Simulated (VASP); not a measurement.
Set up this calculation in VASP 6.6.1, as the native input.

* Task: electric field gradients
* Functional: PBE
* Potentials or basis: VASP PAW PBE potentials, release 64 (Ba_sv, Ti_sv, O_h)
* Cutoff: 910 eV
* k mesh: 5 × 5 × 5
* Occupations: fermi-dirac, width 0.02 eV
* Spin: no spin polarisation
* Dipole correction: no
* Second run: hard_potentials
* Further INCAR settings: ALGO = Normal; EDIFF = 1e-08; NBANDS = 28

The structure of BaTiO3 lies in POSCAR:

```
BaTiO3
1.0
    4.0076816357      0.0000000000      0.0000000000
    0.0000000000      4.0076816357      0.0000000000
    0.0000000000      0.0000000000      4.0076816357
Ba Ti O
1 1 3
Direct
    0.5000000000      0.5000000000      0.5000000000
    0.0000000000      0.0000000000      0.0000000000
    0.5000000000      0.0000000000      0.0000000000
    0.0000000000      0.5000000000      0.0000000000
    0.0000000000      0.0000000000      0.5000000000
```

These files were run (other wordings do the same):

INCAR

```
ALGO = Normal ; EDIFF = 1E-8
ENCUT = 910 ; GGA = PE
GGA_COMPAT = F ; ISIF = 2
ISMEAR = -1 ; LASPH = T
LCHARG = F ; LEFG = T
LREAL = F ; LWAVE = F
NBANDS = 28 ; NELM = 120
PREC = Accurate ; SIGMA = 0.02
```

KPOINTS

```
k-points
0
Gamma
  5 5 5
```

Potentials or basis: VASP PAW PBE potentials, release 64 (Ba_sv, Ti_sv, O_h).

The run is started by

```console
$ cat potpaw_PBE.64/Ba_sv/POTCAR potpaw_PBE.64/Ti_sv/POTCAR potpaw_PBE.64/O_h/POTCAR > POTCAR
$ mpirun -np 1 vasp_std > vasp.out
```

It gave:

```json
{
 "Pressure": "2.9 GPa",
 "Band gap on the k mesh": "1.85 eV, indirect (least direct gap 1.88 eV)"
}
```

Caveat: the cutoff is under 1.25 times the usual one of these potentials, so pressure, stress and relaxed cells hold a basis-set (Pulay) error; without QUAD_EFG the Cq values of the log hold for a quadrupole moment of 1 mb, not for the nuclei; spin-orbit coupling is left out, which moves the levels of the heavy elements.

Wall time 24 s on 1 thread of Intel(R) Xeon(R) 6975P-C (Granite Rapids), on a shared host, peak memory 0.26 GiB.
